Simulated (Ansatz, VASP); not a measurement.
**Be3Br in VASP and in Ansatz**

```xyz
4
Lattice="3.2599 -1.8545 0.0024 3.2599 1.8545 0.0024 -2.2017 0.0000 5.1206" Properties=species:S:1:pos:R:3 pbc="T T T"
Be    6.0317    0.0000    0.5027
Be    1.6876    0.0000    0.8518
Be    3.8706    0.0000    0.1309
Br    2.1482    0.0000    3.0553
```

Alike in both runs: functional PBE; k mesh 14 × 14 × 10; occupations gaussian, width 0.1 eV; no spin polarisation.

Ansatz relaxed the structure, and its values are those at the end. VASP's run is a single point on that final structure, the one shown.

|  | VASP | Ansatz |
| --- | --- | --- |
| version | VASP 6.6.1 | Ansatz 0.2.0 |
| potentials or method | VASP PAW PBE potentials, release 64 (Be, Br), cutoff 520 eV | scalar-relativistic, plane waves, PAW |
| valence electrons in the cell | 13 | 13 |

|  | VASP | Ansatz | Ansatz less VASP |
| --- | --- | --- | --- |
| gap on the k mesh at the Fermi level (eV) | none | none | - |
| pressure (GPa) | 0.1 | 0.0 | -0.05 |

A gap of «none» marks a metal or a gap that the smearing closes. The functional is the same, so the differences come from potentials, cutoffs and numerics.
